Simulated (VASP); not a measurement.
Set up this calculation in VASP 6.6.1, as the native input.

| Quantity | Value |
| --- | --- |
| Task | electric field gradients |
| Functional | LDA |
| Potentials or basis | VASP PAW LDA potentials, release 64 (In_d, O) |
| Cutoff | 520 eV |
| k mesh | 7 × 7 × 7 |
| Occupations | fermi-dirac, width 0.02 eV |
| Spin | no spin polarisation |
| Dipole correction | no |
| Further INCAR settings | ALGO = Normal; EDIFF = 1e-08; NBANDS = 55 |

The structure of In2O3 lies in POSCAR:

```
In2O3
1.0
    2.7435000000      1.5839604635      4.8366666667
   -2.7435000000      1.5839604635      4.8366666667
    0.0000000000     -3.1679209270      4.8366666667
In O
4 6
Direct
    0.3579176280      0.3579176280      0.3579176280
    0.1420823720      0.1420823720      0.1420823720
    0.6420823720      0.6420823720      0.6420823720
    0.8579176280      0.8579176280      0.8579176280
    0.5459193591      0.9540806409      0.2500000000
    0.2500000000      0.5459193591      0.9540806409
    0.9540806409      0.2500000000      0.5459193591
    0.4540806409      0.0459193591      0.7500000000
    0.7500000000      0.4540806409      0.0459193591
    0.0459193591      0.7500000000      0.4540806409
```

These files were run (other wordings do the same):

INCAR

```
SYSTEM = In2O3
ALGO = Normal
EDIFF = 1E-8
ENCUT = 520
GGA = CA
ISIF = 2
ISMEAR = -1
LASPH = .TRUE.
LCHARG = .FALSE.
LEFG = .TRUE.
LREAL = .FALSE.
LWAVE = .FALSE.
NBANDS = 55
NELM = 60
PREC = Accurate
SIGMA = 0.02
```

KPOINTS

```
k-points
0
G
  7 7 7
  0 0 0
```

Potentials or basis: VASP PAW LDA potentials, release 64 (In_d, O).

The run is started by

```bash
$ cat potpaw_LDA.64/In_d/POTCAR potpaw_LDA.64/O/POTCAR > POTCAR
$ mpirun -np 1 vasp_std > vasp.out
```

Results of the run:

```json
{"Pressure": "-2.6 GPa", "Largest force": "0.141 eV/Å", "Band gap on the k mesh": "1.19 eV, indirect (least direct gap 1.23 eV)"}
```

Caveat: without QUAD_EFG the Cq values of the log hold for a quadrupole moment of 1 mb, not for the nuclei; spin-orbit coupling is left out, which moves the levels of the heavy elements.

Wall time 7.1 min on 1 thread of Intel(R) Xeon(R) Platinum 8488C (Sapphire Rapids), with other jobs on the host, peak memory 0.39 GiB.
